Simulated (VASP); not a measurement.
# ZrSi2 (Cmcm) in VASP: further runs

The runs below take ZrSi2 through single point, with PBE.

Program: VASP 6.6.1. These are calculated values, not measurements. Logs are shortened: lines on timing, memory, paths and dates and some standing lists are left out, and cuts for length are marked.

### 1 The cell of the first run

It takes space group Cmcm (No. 63, orthorhombic). The conventional cell has a = 3.706 Å, b = 14.735 Å, c = 3.672 Å, α = 90.00°, β = 90.00°, γ = 90.00°. Zr (site symmetry m2m) has 10 Si at 2.72 to 2.97 Å and 6 Zr at 3.61 to 3.71 Å within 3.8 Å. Within 3.2 Å of Si (site symmetry m2m) lie 2 Si at 2.40 Å and 6 Zr at 2.72 to 2.97 Å. Si (site symmetry m2m) has 8 Si at 2.61 to 3.45 Å and 4 Zr at 2.81 to 2.83 Å within 3.5 Å.

### 2 Single point, PBE

INCAR reads:

```
SYSTEM = ZrSi2
PREC = Accurate
ENCUT = 520
EDIFF = 1E-7
ISMEAR = 0
SIGMA = 0.1
LREAL = .FALSE.
LASPH = .TRUE.
NELM = 80
ALGO = Normal
ISIF = 2
LWAVE = .FALSE.
LCHARG = .FALSE.
GGA = PE
NBANDS = 29
```

KPOINTS reads:

```
Automatic mesh
0
G
  6 6 6
  0 0 0
```

POSCAR reads:

```
ZrSi2
1.0
    1.8530000400     -7.3674998300      0.0000000000
    1.8530000400      7.3674998300      0.0000000000
    0.0000000000      0.0000000000      3.6719999300
Zr Si
2 4
Direct
    0.8945999900      0.1054000100      0.2500000000
    0.1054000100      0.8945999900      0.7500000000
    0.5522000000      0.4478000000      0.2500000000
    0.4478000000      0.5522000000      0.7500000000
    0.2495999900      0.7504000100      0.2500000000
    0.7504000100      0.2495999900      0.7500000000
```

Potentials or basis: VASP PAW PBE potentials, release 64 (Zr_sv, Si).

Launch:

```sh
$ cat potpaw_PBE.64/Zr_sv/POTCAR potpaw_PBE.64/Si/POTCAR > POTCAR
$ mpirun -np 1 vasp_std > vasp.out
```

OUTCAR:

```text
SYSTEM = ZrSi2
   PREC = Accurate
   ENCUT = 520
   EDIFF = 1E-7
   ISMEAR = 0
   LREAL = .FALSE.
   LASPH = .TRUE.
   NELM = 80
   ISIF = 2
   GGA = PE

 ion  position               nearest neighbor table
   1  0.895  0.105  0.250-   4 2.72   4 2.72   4 2.72   4 2.72   6 2.81   6 2.81   5 2.83   5 2.83
                             3 2.97   3 2.97   2 3.61   2 3.61
   2  0.105  0.895  0.750-   3 2.72   3 2.72   3 2.72   3 2.72   5 2.81   5 2.81   6 2.83   6 2.83
                             4 2.97   4 2.97   1 3.61   1 3.61
   3  0.552  0.448  0.250-   4 2.40   4 2.40   2 2.72   2 2.72   2 2.72   2 2.72   1 2.97   1 2.97

   4  0.448  0.552  0.750-   3 2.40   3 2.40   1 2.72   1 2.72   1 2.72   1 2.72   2 2.97   2 2.97

   5  0.250  0.750  0.250-   6 2.61   6 2.61   6 2.61   6 2.61   2 2.81   2 2.81   1 2.83   1 2.83

   6  0.750  0.250  0.750-   5 2.61   5 2.61   5 2.61   5 2.61   1 2.81   1 2.81   2 2.83   2 2.83

  LATTYP: Found a base centered orthorhombic cell.
 ALAT       =     3.7060000800
 B/A-ratio  =     3.9759847118
 C/A-ratio  =     0.9908256478

  Lattice vectors:

 A1 = (   1.8530000400,  -7.3674998300,   0.0000000000)
 A2 = (   1.8530000400,   7.3674998300,   0.0000000000)
 A3 = (   0.0000000000,   0.0000000000,   3.6719999300)

Analysis of symmetry for initial positions (statically):
=====================================================================
 Subroutine PRICEL returns:
 Original cell was already a primitive cell.

 Routine SETGRP: Setting up the symmetry group for a
 base centered orthorhombic supercell.

 Subroutine GETGRP returns: Found  8 space group operations
 (whereof  4 operations were pure point group operations)
 out of a pool of  8 trial point group operations.

The static configuration has the point symmetry C_2h.
 The point group associated with its full space group is D_2h.

Analysis of symmetry for dynamics (positions and initial velocities):
=====================================================================
 Subroutine PRICEL returns:
 Original cell was already a primitive cell.

 Routine SETGRP: Setting up the symmetry group for a
 base centered orthorhombic supercell.

 Subroutine GETGRP returns: Found  8 space group operations
 (whereof  4 operations were pure point group operations)
 out of a pool of  8 trial point group operations.

The dynamic configuration has the point symmetry C_2h.
 The point group associated with its full space group is D_2h.

 Subroutine INISYM returns: Found  8 space group operations
 (whereof  4 operations are pure point group operations),
 and found     1 'primitive' translations

----------------------------------------------------------------------------------------

                                     Primitive cell

  volume of cell :     100.2601

  direct lattice vectors                    reciprocal lattice vectors
     1.853000040 -7.367499830  0.000000000     0.269832698 -0.067865628  0.000000000
     1.853000040  7.367499830  0.000000000     0.269832698  0.067865628  0.000000000
     0.000000000  0.000000000  3.671999930     0.000000000  0.000000000  0.272331160

  length of vectors
     7.596950894  7.596950894  3.671999930     0.278236281  0.278236281  0.272331160

  position of ions in fractional coordinates (direct lattice)
     0.894599990  0.105400010  0.250000000
     0.105400010  0.894599990  0.750000000
     0.552200000  0.447800000  0.250000000
     0.447800000  0.552200000  0.750000000
     0.249599990  0.750400010  0.250000000
     0.750400010  0.249599990  0.750000000

  ion indices of the primitive-cell ions
   primitive index   ion index
                 1           1
                 2           2
                 3           3
                 4           4
                 5           5
                 6           6

----------------------------------------------------------------------------------------

 KPOINTS: Automatic mesh

Automatic generation of k-mesh.
 Grid dimensions read from file:
 generate k-points for:    6    6    6

 Generating k-lattice:

  Cartesian coordinates                     Fractional coordinates (reciprocal lattice)
     0.044972116 -0.011310938  0.000000000     0.166666667  0.000000000  0.000000000
     0.044972116  0.011310938  0.000000000     0.000000000  0.166666667  0.000000000
     0.000000000  0.000000000  0.045388527     0.000000000  0.000000000  0.166666667

  Length of vectors
     0.046372714  0.046372714  0.045388527

  Shift w.r.t. Gamma in fractional coordinates (k-lattice)
     0.000000000  0.000000000  0.000000000

 Subroutine IBZKPT returns following result:
 ===========================================

 Found     52 irreducible k-points:

 Following reciprocal coordinates:
            Coordinates               Weight
  0.000000  0.000000  0.000000      1.000000
  0.166667  0.000000  0.000000      4.000000
  0.333333  0.000000  0.000000      4.000000
  0.500000 -0.000000  0.000000      2.000000
  0.166667  0.166667  0.000000      2.000000
  0.333333  0.166667  0.000000      4.000000
[... 16 lines left out ...]
  0.333333  0.333333  0.166667      4.000000
  0.500000  0.333333  0.166667      8.000000
 [... further k-points ...]
   k-points           NKPTS =     52   k-points in BZ     NKDIM =     52   number of bands    NBANDS=     29
   number of dos      NEDOS =    301   number of ions     NIONS =      6
   total plane-waves  NPLWV = 100800
   dimension x,y,z NGX =    60 NGY =   60 NGZ =   28
   dimension x,y,z NGXF=   120 NGYF=  120 NGZF=   56
   ions per type =               2   4
   NGX,Y,Z   is equivalent  to a cutoff of  13.13, 13.13, 12.68 a.u.
   NGXF,Y,Z  is equivalent  to a cutoff of  26.26, 26.26, 25.35 a.u.
 SYSTEM =  ZrSi2
   PREC   = accura    normal or accurate (medium, high low for compatibility)
   ISTART =      0    job   : 0-new  1-cont  2-samecut
   ICHARG =      2    charge: 1-file 2-atom 10-const
   ISPIN  =      1    spin polarized calculation?
   LNONCOLLINEAR =      F non collinear calculations
   LSORBIT =      F    spin-orbit coupling
   LASPH  =      T    aspherical Exc in radial PAW
   ENCUT  =  520.0 eV  38.22 Ry    6.18 a.u.  14.13 14.13  6.83*2*pi/ulx,y,z
   NELM   =     80;   NELMIN=  2; NELMDL= -5     # of ELM steps
   EDIFF  = 0.1E-06   stopping-criterion for ELM
   LREAL  =      F    real-space projection
   EDIFFG = 0.1E-05   stopping-criterion for IOM
   NSW    =      0    number of steps for IOM
   IBRION =     -1    ionic relax: 0-MD 1-quasi-New 2-CG
   NFREE  =      0    steps in history (QN), initial steepest desc. (CG)
   ISIF   =      2    stress and relaxation
   ISYM   =      2    0-nonsym 1-usesym 2-fastsym
   POTIM  = 0.5000    time-step for ionic-motion
   TEBEG  =    0.0;   TEEND  =   0.0 temperature during run
   PSTRESS=    0.0 pullay stress
   NELECT =      40.0000    total number of electrons
   NUPDOWN=      -1.0000    fix difference up-down
   EMIN   =  10.00;   EMAX   =-10.00  energy-range for DOS
   EFERMI =   0.00;   METHOD = LEGACY
   ISMEAR =     0;   SIGMA  =   0.10  broadening in eV -4-tet -1-fermi 0-gaus
   EFERMI_NEDOS =   21; number of points for ismear=-14 and -15
   IALGO  =     38    algorithm
   IMIX   =      4    mixing-type and parameters
     AMIX     =   0.40;   BMIX     =  1.00
     AMIX_MAG =   1.60;   BMIX_MAG =  1.00
  volume/ion in A,a.u.               =      16.71       112.76
  Fermi-wavevector in a.u.,A,eV,Ry     =   1.205180  2.277461 19.761918  1.452460
  Thomas-Fermi vector in A             =   2.340884
   LORBIT       =      0    0 simple, 1 ext, 2 COOP (PROOUT), +10 PAW based schemes
   GGA     = PE    functional components
   LHFCALC =     F    Hartree Fock is set to
   AEXX    =    0.0000 exact exchange contribution
   IVDW    =     0    specifies the selected vdW correction
   LEPSILON=     F    determine dielectric tensor
   LRPA    =     F    only Hartree local field effects (RPA)
 non-spin polarized calculation
 Gauss-broadening in eV      SIGMA  =   0.10
  energy-cutoff  :      520.00
  volume of cell :      100.26
 maximum number of plane-waves:      2718
 NGX is ok and might be reduce to    60
   NGX = 29   NGY = 29   NGZ = 13

 number of electron      40.0000000 magnetization

 Free energy of the ion-electron system (eV)
  ---------------------------------------------------
  ext. energy  EPLUGINS =         0.00000000
  ---------------------------------------------------
  free energy    TOTEN  =       -42.70612870 eV

  energy without entropy =      -42.69791607  energy(sigma->0) =      -42.70202239

 E-fermi :  10.0694     XC(G=0): -11.2729

 val. band max:       10.0515889410   @ k =   0.0000   0.0000   0.1667
 cond. band min:      10.0778738403   @ k =   0.3333   0.3333   0.1667
 fundamental gap:      0.0262848993
 Fermi energy:        10.0694452097

 k-point     1 :       0.0000    0.0000    0.0000
  band No.  band energies     occupation
      1     -38.7381      2.00000
      2     -38.7256      2.00000
      3     -16.9768      2.00000
      4     -16.8302      2.00000
      5     -16.8109      2.00000
      6     -16.8077      2.00000
[... 21 lines left out ...]
     28      12.9950      0.00000
     29      14.0299      0.00000

 k-point     2 :       0.1667    0.0000    0.0000
  band No.  band energies     occupation
      1     -38.7358      2.00000
      2     -38.7235      2.00000
      3     -16.9675      2.00000
      4     -16.8772      2.00000
      5     -16.8499      2.00000
      6     -16.8080      2.00000
[... 21 lines left out ...]
     28      13.1544      0.00000
     29      13.9647      0.00000

 k-point     3 :       0.3333    0.0000    0.0000
  band No.  band energies     occupation
      1     -38.7311      2.00000
      2     -38.7192      2.00000
      3     -16.9716      2.00000
      4     -16.9470      2.00000
      5     -16.9325      2.00000
      6     -16.8026      2.00000
[... 638 lines left out ...]
      5     -16.9284      2.00000
      6     -16.8335      2.00000
[... 21 lines left out ...]
     28      13.9999      0.00000
     29      14.0039      0.00000

 k-point    24 :       0.5000    0.3333    0.1667
  band No.  band energies     occupation
      1     -38.7323      2.00000
      2     -38.7221      2.00000
      3     -16.9458      2.00000
      4     -16.8703      2.00000
      5     -16.8481      2.00000
      6     -16.8432      2.00000
[... 21 lines left out ...]
     28      13.8210      0.00000
     29      13.9973      0.00000

 [... further k-points ...]

------------------------ aborting loop because EDIFF is reached ----------------------------------------

  FORCE on cell =-STRESS in cart. coord.  units (eV):
  Direction    XX          YY          ZZ          XY          YZ          ZX
  --------------------------------------------------------------------------------------
  -------------------------------------------------------------------------------------
  Total        0.5291273      0.7881259      0.5175150      0.0000000     -0.0000000      0.0000000
  in kB        8.4555630     12.5944144      8.2699965      0.0000000     -0.0000000      0.0000000
  external PRESSURE =       9.7733246 kB  Pullay stress =       0.0000000 kB

 VOLUME and BASIS-vectors are now :
 -----------------------------------------------------------------------------
  energy-cutoff  :      520.00
  volume of cell :      100.26
      direct lattice vectors                 reciprocal lattice vectors
     1.853000040 -7.367499830  0.000000000     0.269832698 -0.067865628  0.000000000
     1.853000040  7.367499830  0.000000000     0.269832698  0.067865628  0.000000000
     0.000000000  0.000000000  3.671999930     0.000000000  0.000000000  0.272331160

 POSITION                                       TOTAL-FORCE (eV/Angst)
 -----------------------------------------------------------------------------------
      1.85300     -5.81443      0.91800         0.000000     -0.106759     -0.000000
      1.85300      5.81443      2.75400         0.000000      0.106759      0.000000
      1.85300     -0.76917      0.91800         0.000000     -0.190695      0.000000
      1.85300      0.76917      2.75400         0.000000      0.190695      0.000000
      1.85300      3.68964      0.91800         0.000000     -0.054202      0.000000
      1.85300     -3.68964      2.75400         0.000000      0.054202      0.000000
 -----------------------------------------------------------------------------------
    total drift:                               -0.000000     -0.000000     -0.000000

  FREE ENERGIE OF THE ION-ELECTRON SYSTEM (eV)
  ---------------------------------------------------
  free  energy   TOTEN  =       -42.7061286973 eV

  energy  without entropy=      -42.6979160731  energy(sigma->0) =      -42.70202239
```

Run time: 1.9 min. Hardware: 1 thread of Intel Xeon 6975P-C (Granite Rapids), shared host; peak memory 0.36 GiB.

What came out:

```yaml
Free_energy: -42.7061 eV
Pressure: 1.0 GPa
Largest_force: 0.191 eV/Å
Band_gap_on_the_k_mesh: zero (bands 20 and 21 overlap by 0.84 eV)
```

Forces in eV/Å, atoms in the order of the input:
```
Zr   0.000 -0.107  0.000
Zr   0.000  0.107  0.000
Si   0.000 -0.191  0.000
Si   0.000  0.191  0.000
Si   0.000 -0.054  0.000
Si   0.000  0.054  0.000
```

Levels at points of the mesh, in eV from the Fermi level:
```csv
k point,band 18,band 19,band 20,band 21,band 22,band 23
"(0.00, 0.00, 0.00)",-2.40,-2.35,-0.12,1.09,1.37,1.38
"(0.50, 0.00, 0.00)",-1.48,-0.88,-0.47,-0.47,0.85,0.91
"(0.50, 0.50, 0.00)",-1.96,-1.48,0.30,1.01,1.11,1.45
"(0.00, 0.00, 0.50)",-1.92,-0.08,-0.08,0.08,0.08,1.50
"(0.50, 0.00, 0.50)",-3.28,-2.15,-2.15,2.15,2.15,3.08
"(0.50, 0.50, 0.50)",-2.23,-0.94,-0.94,0.01,0.01,2.26
```

### 3 Single point, PBE

This run uses another cell than the first one, of 16.80 Å³/atom.

INCAR, as its differences from that of step 2:

```diff
@@ -3,3 +3,3 @@
 ENCUT = 520
-EDIFF = 1E-7
+EDIFF = 1E-6
 ISMEAR = 0
```

KPOINTS reads:

```
regular mesh
0
G
  10 10 10
  0 0 0
```

POSCAR reads:

```
ZrSi2
1.0
    1.8525206669     -7.3941828728      0.0000000000
    1.8525206669      7.3941828728      0.0000000000
    0.0000000000      0.0000000000      3.6791096337
Zr Si
2 4
Direct
    0.8946642207      0.1053357793      0.2500000000
    0.1053357793      0.8946642207      0.7500000000
    0.5530999289      0.4469000711      0.2500000000
    0.4469000711      0.5530999289      0.7500000000
    0.2503095503      0.7496904497      0.2500000000
    0.7496904497      0.2503095503      0.7500000000
```

Potentials or basis: VASP PAW PBE potentials, release 64 (Zr_sv, Si).

Launch:

```sh
$ cat potpaw_PBE.64/Zr_sv/POTCAR potpaw_PBE.64/Si/POTCAR > POTCAR
$ mpirun -np 1 vasp_std > vasp.out
```

It took 4.9 min on 1 thread of Intel Xeon 6975P-C (Granite Rapids), shared host; peak memory 0.61 GiB.

The run converged. Its results:

- Free energy: -42.7201 eV
- Pressure: 0.0 GPa
- Largest force: 0.011 eV/Å
- Band gap on the k mesh: zero (bands 20 and 21 overlap by 0.94 eV)

Forces on the atoms (eV/Å):
```
Zr   0.000  0.002  0.000
Zr   0.000 -0.002  0.000
Si   0.000  0.011  0.000
Si   0.000 -0.011  0.000
Si   0.000  0.001  0.000
Si   0.000 -0.001  0.000
```

Levels at points of the mesh, in eV from the Fermi level:
| k point | band 16 | band 17 | band 18 | band 19 | band 20 | band 21 | band 22 | band 23 | band 24 | band 25 |
| --- | --- | --- | --- | --- | --- | --- | --- | --- | --- | --- |
| (0.00, 0.00, 0.00) | -2.45 | -2.39 | -2.37 | -2.31 | -0.09 | 1.11 | 1.39 | 1.40 | 1.58 | 2.10 |
| (0.50, 0.00, 0.00) | -2.54 | -1.82 | -1.48 | -0.86 | -0.44 | -0.43 | 0.90 | 0.91 | 2.07 | 2.28 |
| (0.50, 0.50, 0.00) | -2.66 | -2.63 | -1.89 | -1.48 | 0.31 | 1.02 | 1.13 | 1.48 | 1.70 | 2.14 |
| (0.00, 0.00, 0.50) | -2.41 | -1.89 | -1.89 | -0.08 | -0.08 | 0.09 | 0.09 | 1.56 | 1.56 | 2.32 |
| (0.50, 0.00, 0.50) | -3.79 | -3.25 | -3.25 | -2.14 | -2.14 | 2.12 | 2.12 | 3.08 | 3.08 | 3.22 |
| (0.50, 0.50, 0.50) | -2.95 | -2.19 | -2.19 | -0.90 | -0.90 | 0.05 | 0.05 | 2.27 | 2.27 | 2.95 |

The gap in the log of VASP goes by the Fermi energy; the results here count the filled bands.